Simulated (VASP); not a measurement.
Wanted: the native input for a VASP 6.6.1 run.

```yaml
Task: single point
Functional: PBEsol
Potentials_or_basis: VASP PAW PBE potentials, release 64 (Ge_d)
Cutoff: 520 eV
k_mesh: 6 × 6 × 4
Occupations: gaussian, width 0.1 eV
Spin: no spin polarisation
Dipole_correction: no
Further_INCAR_settings: ALGO = Normal; EDIFF = 1e-06; NBANDS = 36
```

The structure of Ge lies in POSCAR:

```
Ge
1.0
    1.5957926639     -5.1307837949      0.0000000000
    1.5957926639      5.1307837949      0.0000000000
    0.0000000000      0.0000000000      4.5735394398
Ge
4
Direct
    0.1348434192      0.8651565808      0.9998306065
    0.6348434192      0.3651565808      0.5001693935
    0.8651565808      0.1348434192      0.0001693935
    0.3651565808      0.6348434192      0.4998306065
```

One way to write it, as run:

INCAR

```
SYSTEM = Ge
PREC = Accurate ; ENCUT = 520
EDIFF = 1E-6 ; ISMEAR = 0
SIGMA = 0.1 ; LREAL = .FALSE.
LASPH = .TRUE. ; NELM = 60
ALGO = Normal ; ISIF = 2
LWAVE = .FALSE. ; LCHARG = .TRUE.
GGA = PS ; LELF = .TRUE.
LVHAR = .TRUE. ; NBANDS = 36
```

KPOINTS

```
regular mesh
0
G
  6 6 4
  0 0 0
```

Potentials or basis: VASP PAW PBE potentials, release 64 (Ge_d).

The run is started by

```console
$ cat potpaw_PBE.64/Ge_d/POTCAR > POTCAR
$ mpirun -np 1 vasp_std > vasp.out
```

It gave:

* Pressure: 0.0 GPa
* Largest force: 0.022 eV/Å
* Band gap on the k mesh: zero (band 28 reaches 9.22 eV, above the bottom of band 29 at 5.12 eV)

Caveat: the PAW data sets were made with another functional, which shifts forces and pressure a little.

Run time: 66 s on 1 thread of AMD EPYC 9R45 96-Core Processor (Zen 5) (shared host), peak memory 0.22 GiB.
